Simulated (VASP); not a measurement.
## SbPt: single point with PBEsol

The system is SbPt.

```
CELL_PARAMETERS angstrom
4.12862 0.00000 0.00000
-2.06431 3.57549 0.00000
0.00000 0.00000 5.43563
ATOMIC_POSITIONS crystal
Sb 0.33333 0.66667 0.25000
Sb 0.66667 0.33333 0.75000
Pt 0.00000 0.00000 0.00000
Pt 0.00000 0.00000 0.50000
```

```yaml
Program: VASP 6.6.1
Task: single point
Functional: PBEsol
Potentials_or_basis: VASP PAW PBE potentials, release 64 (Sb, Pt)
Cutoff: 520 eV
k_mesh: 12 × 12 × 8
Occupations: fermi-dirac, width 0.08 eV
Spin: no spin polarisation
Dipole_correction: no
Further_INCAR_settings: ALGO = Normal; EDIFF = 1e-07; NBANDS = 23
```

```json
{"Pressure": "3.8 GPa", "Band gap on the k mesh": "zero (bands 15 and 16 overlap by 4.19 eV)"}
```

Levels at points of the mesh, in eV from the Fermi level:
```tsv
k point	band 12	band 13	band 14	band 15	band 16	band 17	band 18	band 19
(0.00, 0.00, 0.00)	-2.18	-0.13	-0.13	0.82	2.30	2.38	3.63	3.63
(0.50, 0.00, 0.00)	-3.04	-2.77	-2.34	-2.16	-0.61	1.99	4.22	4.30
(0.00, 0.00, 0.50)	-3.74	-1.20	-1.20	2.37	2.37	2.37	2.37	5.24
(0.50, 0.00, 0.50)	-3.30	-3.16	-3.16	0.33	0.33	1.76	1.76	4.00
```

Run time: 3.9 min on 1 thread of Oxide Virtual Turin-like Processor, on a shared host, peak memory 0.27 GiB.

Caveat: the cell stands under pressure; the PAW data sets were made with another functional, which shifts forces and pressure a little; spin-orbit coupling is left out, which moves the levels of the heavy elements.
